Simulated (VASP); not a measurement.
# Ti (P6_3/mmc) in VASP: relaxation of cell and atoms with LDA

Aim: the relaxation of cell and atoms of Ti with LDA.

All numbers are computed with VASP 6.6.1; they aren't measurements. Logs are shortened: lines on timing, memory, paths and dates and some standing lists are left out, and cuts for length are marked.

## (1) The cell of the first run

Symmetry: P6_3/mmc, No. 194, hexagonal system. Conventional cell: a = 2.950 Å, b = 2.950 Å, c = 4.680 Å, α = 90.00°, β = 90.00°, γ = 120.00°. Ti (site symmetry -6m2) has 12 Ti at 2.89 to 2.95 Å within 3.8 Å.

## (2) Relaxation of cell and atoms, LDA

Contents of INCAR:

```
PREC     = Accurate       # precision mode
ENCUT    = 600            # plane-wave cutoff, eV
EDIFF    = 1E-6           # SCF threshold, eV
ISMEAR   = 0              # smearing method
SIGMA    = 0.1            # smearing width, eV
LREAL    = F              # projectors in reciprocal space
LASPH    = T              # aspherical terms in the spheres
NELM     = 60             # most SCF steps
ALGO     = Fast           # electronic algorithm
ISIF     = 3              # what is computed and relaxed
LWAVE    = F              # write WAVECAR
LCHARG   = F              # write CHGCAR
IBRION   = 2              # ionic algorithm
NSW      = 80             # ionic steps
EDIFFG   = -0.003         # ionic threshold
```

Contents of KPOINTS:

```
regular mesh
0
Gamma
  33 33 18
```

Contents of POSCAR:

```
Ti
1.0
    2.9500000000      0.0000000000      0.0000000000
   -1.4750000000      2.5547749400      0.0000000000
    0.0000000000      0.0000000000      4.6800000000
Ti
2
Direct
    0.3333333333      0.6666666667      0.2500000000
    0.6666666667      0.3333333333      0.7500000000
```

Potentials or basis: VASP PAW LDA potentials, release 64 (Ti_sv).

Command:

```
$ cat potpaw_LDA.64/Ti_sv/POTCAR > POTCAR
$ mpirun -np 1 vasp_std > vasp.out
```

OUTCAR:

```text
PREC = Accurate
   ENCUT = 600
   EDIFF = 1E-6
   ISMEAR = 0
   LREAL = F
   LASPH = T
   NELM = 60
   ISIF = 3
   IBRION = 2
   NSW = 80
   EDIFFG = -0.003

 ion  position               nearest neighbor table
   1  0.333  0.667  0.250-   2 2.89   2 2.89   2 2.89   2 2.89   2 2.89   2 2.89
   2  0.667  0.333  0.750-   1 2.89   1 2.89   1 2.89   1 2.89   1 2.89   1 2.89

  LATTYP: Found a hexagonal cell.
 ALAT       =     2.9500000000
 C/A-ratio  =     1.5864406780

  Lattice vectors:

 A1 = (   2.9500000000,   0.0000000000,   0.0000000000)
 A2 = (  -1.4750000000,   2.5547749400,   0.0000000000)
 A3 = (   0.0000000000,   0.0000000000,   4.6800000000)

Analysis of symmetry for initial positions (statically):
=====================================================================
 Subroutine PRICEL returns:
 Original cell was already a primitive cell.

 Routine SETGRP: Setting up the symmetry group for a
 hexagonal supercell.

 Subroutine GETGRP returns: Found 24 space group operations
 (whereof 12 operations were pure point group operations)
 out of a pool of 24 trial point group operations.

The static configuration has the point symmetry D_3d.
 The point group associated with its full space group is D_6h.

Analysis of symmetry for dynamics (positions and initial velocities):
=====================================================================
 Subroutine PRICEL returns:
 Original cell was already a primitive cell.

 Routine SETGRP: Setting up the symmetry group for a
 hexagonal supercell.

 Subroutine GETGRP returns: Found 24 space group operations
 (whereof 12 operations were pure point group operations)
 out of a pool of 24 trial point group operations.

The dynamic configuration has the point symmetry D_3d.
 The point group associated with its full space group is D_6h.

 Subroutine INISYM returns: Found 24 space group operations
 (whereof 12 operations are pure point group operations),
 and found     1 'primitive' translations

----------------------------------------------------------------------------------------

                                     Primitive cell

  volume of cell :      35.2712
[... 117 lines left out ...]
   IVDW    =     0    specifies the selected vdW correction
   LEPSILON=     F    determine dielectric tensor
   LRPA    =     F    only Hartree local field effects (RPA)
 conjugate gradient relaxation of ions
 non-spin polarized calculation
 RMM-DIIS sequential band-by-band and
 Gauss-broadening in eV      SIGMA  =   0.10
  energy-cutoff  :      600.00
  volume of cell :       35.27
 maximum number of plane-waves:      1194
 NGX is ok and might be reduce to    24
   NGX = 11   NGY = 11   NGZ = 19

--------------------------------------- Ionic step        1  -------------------------------------------

 number of electron      23.9999997 magnetization

 Free energy of the ion-electron system (eV)
  ---------------------------------------------------
  ext. energy  EPLUGINS =         0.00000000
  ---------------------------------------------------
  free energy    TOTEN  =       -17.00218434 eV

  energy without entropy =      -16.99162507  energy(sigma->0) =      -16.99690470

------------------------ aborting loop because EDIFF is reached ----------------------------------------

  FORCE on cell =-STRESS in cart. coord.  units (eV):
  Direction    XX          YY          ZZ          XY          YZ          ZX
  --------------------------------------------------------------------------------------
  -------------------------------------------------------------------------------------
  Total       -2.1864593     -2.1864593     -2.2964913      0.0000000      0.0000000      0.0000000
  in kB      -99.3188015    -99.3188014   -104.3169474      0.0000000      0.0000000      0.0000000
  external PRESSURE =    -100.9848501 kB  Pullay stress =       0.0000000 kB
[... 59 lines left out ...]
--------------------------------------- Ionic step        3  -------------------------------------------

 number of electron      24.0000009 magnetization

------------------------ aborting loop EDIFF was not reached (unconverged)  ----------------------------

  FORCE on cell =-STRESS in cart. coord.  units (eV):
  Direction    XX          YY          ZZ          XY          YZ          ZX
  --------------------------------------------------------------------------------------
  -------------------------------------------------------------------------------------
  Total       -0.0402656     -0.0402656     -0.0535970      0.0000000     -0.0000000      0.0000000
  in kB       -2.0035379     -2.0035379     -2.6668825      0.0000000     -0.0000000      0.0000000
  external PRESSURE =      -2.2246527 kB  Pullay stress =       0.0000000 kB
[... 167 lines left out ...]
--------------------------------------- Ionic step        8  -------------------------------------------

 number of electron      24.0000009 magnetization

 Free energy of the ion-electron system (eV)
  ---------------------------------------------------
  ext. energy  EPLUGINS =         0.00000000
  ---------------------------------------------------
  free energy    TOTEN  =       -17.10546080 eV

  energy without entropy =      -17.09573592  energy(sigma->0) =      -17.10059836

 E-fermi :   8.9452     XC(G=0): -12.1610

 val. band max:        8.9443490498   @ k =   0.3939   0.1515   0.3889
 cond. band min:       8.9455498725   @ k =   0.1515   0.0000   0.3889
 fundamental gap:      0.0012008227
 Fermi energy:         8.9451848553

 k-point     1 :       0.0000    0.0000    0.0000
  band No.  band energies     occupation
      1     -47.1101      2.00000
      2     -46.9128      2.00000
      3     -24.1893      2.00000
      4     -23.3497      2.00000
      5     -23.3497      2.00000
      6     -23.2526      2.00000
[... 433 lines left out ...]
      3     -24.0489      2.00000
      4     -23.6190      2.00000
      5     -23.4959      2.00000
      6     -23.4298      2.00000
[... 8 lines left out ...]
     15      10.1875      0.00000
     16      10.7991      0.00000

 [... further k-points ...]

------------------------ aborting loop because EDIFF is reached ----------------------------------------

  FORCE on cell =-STRESS in cart. coord.  units (eV):
  Direction    XX          YY          ZZ          XY          YZ          ZX
  --------------------------------------------------------------------------------------
  -------------------------------------------------------------------------------------
  Total        0.0044760      0.0044760     -0.0024555     -0.0000000     -0.0000000      0.0000000
  in kB        0.2231047      0.2231047     -0.1223939     -0.0000000     -0.0000000      0.0000000
  external PRESSURE =       0.1079385 kB  Pullay stress =       0.0000000 kB
[... 17 lines left out ...]
  FREE ENERGIE OF THE ION-ELECTRON SYSTEM (eV)
  ---------------------------------------------------
  free  energy   TOTEN  =       -17.1054607956 eV

  energy  without entropy=      -17.0957359173  energy(sigma->0) =      -17.10059836

 reached required accuracy - stopping structural energy minimisation
```

Wall time 51 min (1 thread of Intel Xeon 6975P-C (Granite Rapids), shared host); peak memory 0.78 GiB.

Results:

| Quantity | Value |
| --- | --- |
| Free energy | -17.1055 eV |
| Relaxed volume | 16.07 Å³/atom |
| Relaxed cell | a = 2.862 Å, b = 2.862 Å, c = 4.532 Å, α = 90.00°, β = 90.00°, γ = 120.00° |
| Space group after relaxing (to 0.1 Å) | P6_3/mmc (No. 194) |
| Energy gained by relaxing | 51.6 meV/atom |
| Ionic steps | 8 |
| Pressure after relaxing | 0.0 GPa |
| Band gap on the k mesh | zero (bands 12 and 13 overlap by 1.15 eV) |

The path:
| step | energy change (eV) | largest force (eV/Å) | pressure (GPa) | volume (Å³) |
| --- | --- | --- | --- | --- |
| 1 | 0.0000 | 0.0000 | -10.10 | 35.27 |
| 2 | -0.0337 | 0.0000 | 10.37 | 29.90 |
| 3 | -0.1032 | 0.0000 | -0.22 | 32.20 |
| 4 | -0.1033 | 0.0000 | -0.05 | 32.14 |
| 5 | -0.1032 | 0.0000 | 0.23 | 32.08 |
| 6 | -0.1033 | 0.0000 | -0.05 | 32.18 |
| 7 | -0.1033 | 0.0000 | -0.07 | 32.16 |
| 8 | -0.1033 | 0.0000 | 0.01 | 32.14 |

Final structure:
```yaml
crystal:
  lattice:
    - [2.86170, 0.00000, 0.00000]
    - [-1.43085, 2.47830, 0.00000]
    - [0.00000, 0.00000, 4.53222]
  atoms:
    - { symbol: Ti, position: [0.33333, 0.66667, 0.25000] }
    - { symbol: Ti, position: [0.66667, 0.33333, 0.75000] }
```
